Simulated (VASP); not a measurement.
# TiSi2 in VASP: a series of runs, part 2 of 2

VASP 6.6.1. Earlier steps stand in the parts before.

## Step 4: Electric field gradients, PBEsol (equal xx and yy strain of -3 %)

Input file INCAR:

```
PREC = Accurate
ENCUT = 400
EDIFF = 1E-8
ISMEAR = -1
SIGMA = 0.08
LREAL = False
LASPH = True
NELM = 120
ALGO = Normal
ISIF = 2
LWAVE = False
LCHARG = False
GGA = PS
LEFG = True
NBANDS = 29
GGA_COMPAT = False
```

Input file KPOINTS:

```
Automatic mesh
0
Gamma
  8 8 8
```

Input file POSCAR:

```
TiSi2
1.0
    0.0000000000      3.9944600000      4.2615000000
    2.3149050000      0.0000000000      4.2615000000
    2.3149050000      3.9944600000      0.0000000000
Ti Si
2 4
Direct
    0.7500000000      0.7500000000      0.7500000000
    0.5000000000      0.5000000000      0.5000000000
    0.0830000000      0.4170000000      0.0830000000
    0.4170000000      0.0830000000      0.4170000000
    0.1670000000      0.8330000000      0.1670000000
    0.8330000000      0.1670000000      0.8330000000
```

Potentials or basis: VASP PAW PBE potentials, release 64 (Ti_sv, Si).

The run is started by

```bash
$ cat potpaw_PBE.64/Ti_sv/POTCAR potpaw_PBE.64/Si/POTCAR > POTCAR
$ mpirun -np 1 vasp_std > vasp.out
```

OUTCAR:

```text
PREC = Accurate
   ENCUT = 400
   EDIFF = 1E-8
   ISMEAR = -1
   LREAL = False
   LASPH = True
   NELM = 120
   ISIF = 2
   GGA = PS

 ion  position               nearest neighbor table
   1  0.750  0.750  0.750-   6 2.51   5 2.51   6 2.51   5 2.51   3 2.66   4 2.66   4 2.67   4 2.67
                             3 2.67   3 2.67
   2  0.500  0.500  0.500-   3 2.51   4 2.51   3 2.51   4 2.51   5 2.66   6 2.66   5 2.67   5 2.67
                             6 2.67   6 2.67
   3  0.083  0.417  0.083-   2 2.51   2 2.51   5 2.52   5 2.52   1 2.66   4 2.67   4 2.67   4 2.67
                             1 2.67   1 2.67   6 3.14   6 3.14   6 3.14   6 3.14
   4  0.417  0.083  0.417-   2 2.51   2 2.51   6 2.52   6 2.52   1 2.66   3 2.67   3 2.67   3 2.67
                             1 2.67   1 2.67   5 3.14   5 3.14   5 3.14   5 3.14
   5  0.167  0.833  0.167-   1 2.51   1 2.51   3 2.52   3 2.52   2 2.66   6 2.67   6 2.67   6 2.67
                             2 2.67   2 2.67   4 3.14   4 3.14   4 3.14   4 3.14
   6  0.833  0.167  0.833-   1 2.51   1 2.51   4 2.52   4 2.52   2 2.66   5 2.67   5 2.67   5 2.67
                             2 2.67   2 2.67   3 3.14   3 3.14   3 3.14   3 3.14

  LATTYP: Found a face centered orthorhombic cell.
 ALAT       =     4.6298100000
 B/A-ratio  =     1.7255394930
 C/A-ratio  =     1.8408962787

  Lattice vectors:

 A1 = (   0.0000000000,   3.9944600000,   4.2615000000)
 A2 = (   2.3149050000,   0.0000000000,   4.2615000000)
[... 995 lines left out ...]
  free  energy   TOTEN  =       -43.5432793351 eV

  energy  without entropy=      -43.4991890704  energy(sigma->0) =      -43.52123420

 Electric field gradients (V/A^2)
---------------------------------------------------------------------
 ion       V_xx      V_yy      V_zz      V_xy      V_xz      V_yz
---------------------------------------------------------------------
   1      -9.624     2.076     7.548    -0.000    -0.002    -0.000
   2      -9.624     2.076     7.548    -0.000    -0.002    -0.000
   3      -1.774     9.085    -7.311    -0.000    25.195     0.000
   4      -1.774     9.085    -7.311    -0.000   -25.196     0.000
   5      -1.774     9.085    -7.311    -0.000    25.195     0.000
   6      -1.774     9.085    -7.311    -0.000   -25.196     0.000
---------------------------------------------------------------------

 Electric field gradients after diagonalization (V/A^2)
 (convention: |V_zz| > |V_xx| > |V_yy|)
----------------------------------------------------------------------
 ion       V_xx      V_yy      V_zz     asymmetry (V_yy - V_xx)/ V_zz
----------------------------------------------------------------------
   1       7.548     2.076    -9.624       0.569
   2       7.548     2.076    -9.624       0.569
   3      20.804     9.085   -29.890       0.392
   4      20.805     9.085   -29.890       0.392
   5      20.804     9.085   -29.890       0.392
   6      20.805     9.085   -29.890       0.392
----------------------------------------------------------------------

           NMR quadrupolar parameters

 Cq : quadrupolar parameter    Cq=e*Q*V_zz/h
 eta: asymmetry parameters     (V_yy - V_xx)/ V_zz
 Q  : nuclear electric quadrupole moment in mb (millibarn)
----------------------------------------------------------------------
 ion       Cq(MHz)       eta       Q (mb)
----------------------------------------------------------------------
   1      -0.023       0.569       1.000
   2      -0.023       0.569       1.000
   3      -0.072       0.392       1.000
   4      -0.072       0.392       1.000
   5      -0.072       0.392       1.000
   6      -0.072       0.392       1.000
----------------------------------------------------------------------
```

OSZICAR:

```text
N       E                     dE             d eps       ncg     rms          rms(c)
DAV:   1     0.348899863714E+03    0.34890E+03   -0.16150E+04  5526   0.124E+03
DAV:   2    -0.526984166867E+01   -0.35417E+03   -0.34430E+03  5565   0.389E+02
DAV:   3    -0.442623942566E+02   -0.38993E+02   -0.38371E+02  9549   0.111E+02
DAV:   4    -0.468450193885E+02   -0.25826E+01   -0.25700E+01  7578   0.259E+01
DAV:   5    -0.469909676721E+02   -0.14595E+00   -0.14591E+00  8490   0.546E+00    0.209E+01
DAV:   6    -0.440535441738E+02    0.29374E+01   -0.27705E+01  7727   0.399E+01    0.706E+00
DAV:   7    -0.436255050098E+02    0.42804E+00   -0.48159E+00  7287   0.169E+01    0.588E+00
DAV:   8    -0.435505563735E+02    0.74949E-01   -0.62115E-01  7396   0.628E+00    0.116E+00
DAV:   9    -0.435427128011E+02    0.78436E-02   -0.10289E-01  7400   0.276E+00    0.543E-01
DAV:  10    -0.435434086838E+02   -0.69588E-03   -0.40758E-03  7396   0.463E-01    0.259E-01
DAV:  11    -0.435433752990E+02    0.33385E-04   -0.35724E-03  7933   0.455E-01    0.145E-01
DAV:  12    -0.435432819971E+02    0.93302E-04   -0.86865E-04  7572   0.245E-01    0.168E-02
DAV:  13    -0.435432799101E+02    0.20871E-05   -0.27540E-05  7122   0.478E-02    0.151E-02
DAV:  14    -0.435432796221E+02    0.28795E-06   -0.23593E-06  6994   0.123E-02    0.320E-03
DAV:  15    -0.435432792505E+02    0.37162E-06   -0.62838E-07  8152   0.585E-03    0.511E-04
DAV:  16    -0.435432793361E+02   -0.85549E-07   -0.48471E-08  7015   0.150E-03    0.677E-04
DAV:  17    -0.435432793351E+02    0.93542E-09   -0.71349E-09  4123   0.763E-04
   1 F= -.43543279E+02 E0= -.43521234E+02  d E =-.440903E-01
```

stdout:

```text
POSCAR found type information on POSCAR TiSi
 POSCAR found :  2 types and       6 ions
 scaLAPACK will be used
 -----------------------------------------------------------------------------
|                                                                             |
|                                                                             |
|     You enforced a specific xc type in the INCAR file but a different       |
|     I HOPE YOU KNOW WHAT YOU ARE DOING!                                     |
|                                                                             |
 -----------------------------------------------------------------------------

 LDA part: xc-table for (Slater+PW92), standard interpolation
 POSCAR, INCAR and KPOINTS ok, starting setup
 FFT: planning ... GRIDC
 FFT: planning ... GRID_SOFT
 FFT: planning ... GRID
 WAVECAR not read
 entering main loop
ion   1

ion   2

ion   3

ion   4

ion   5

ion   6
```

Run time: 5.9 min. Hardware: 1 thread of Intel Xeon 8259CL, shared host; peak memory 0.26 GiB.

What came out:

```yaml
Free_energy: -43.5433 eV
Pressure: 7.6 GPa
Largest_force: 0.240 eV/Å
Band_gap_on_the_k_mesh: zero (bands 20 and 21 overlap by 1.94 eV)
Largest_electric_field_gradient_by_atom: Ti -9.6; Si -29.9 V/Å²
```

Forces in eV/Å, atoms in the order of the input:
```
Ti   0.000  0.000  0.000
Ti   0.000  0.000  0.000
Si   0.000  0.240  0.000
Si   0.000 -0.240  0.000
Si   0.000 -0.240  0.000
Si   0.000  0.240  0.000
```

Stress tensor (GPa, compression positive):
```
11.31  0.00  0.00
 0.00 10.44  0.00
 0.00  0.00  1.11
```

Levels at points of the mesh, in eV from the Fermi level:
```tsv
k point	band 17	band 18	band 19	band 20	band 21	band 22	band 23	band 24
(0.00, 0.00, 0.00)	-2.49	-1.78	-1.61	-1.43	-1.03	2.08	3.39	3.59
(0.50, 0.00, 0.00)	-2.16	-1.09	-0.11	0.16	1.11	1.42	1.81	2.47
(0.50, 0.50, 0.00)	-1.51	-1.51	-1.10	-1.10	0.55	0.55	3.50	3.50
(0.50, 0.00, 0.50)	-2.56	-2.56	-0.84	-0.84	1.35	1.35	3.49	3.49
(0.00, 0.50, 0.50)	-1.32	-1.32	-0.62	-0.62	0.77	0.77	2.46	2.46
```

Electric field gradients, principal values (V/Å²):
| atom | least | middle | greatest (by size) |
| --- | --- | --- | --- |
| 1 Ti | 2.076 | 7.548 | -9.624 |
| 2 Ti | 2.076 | 7.548 | -9.624 |
| 3 Si | 9.085 | 20.804 | -29.890 |
| 4 Si | 9.085 | 20.805 | -29.890 |
| 5 Si | 9.085 | 20.804 | -29.890 |
| 6 Si | 9.085 | 20.805 | -29.890 |

Caveat: the cell differs from its parent crystal (equal xx and yy strain of -3 %); the stress differs along the axes, from 1 to 11 GPa; without QUAD_EFG the Cq values of the log hold for a quadrupole moment of 1 mb, not for the nuclei; the PAW data sets were made with another functional, which shifts forces and pressure a little.
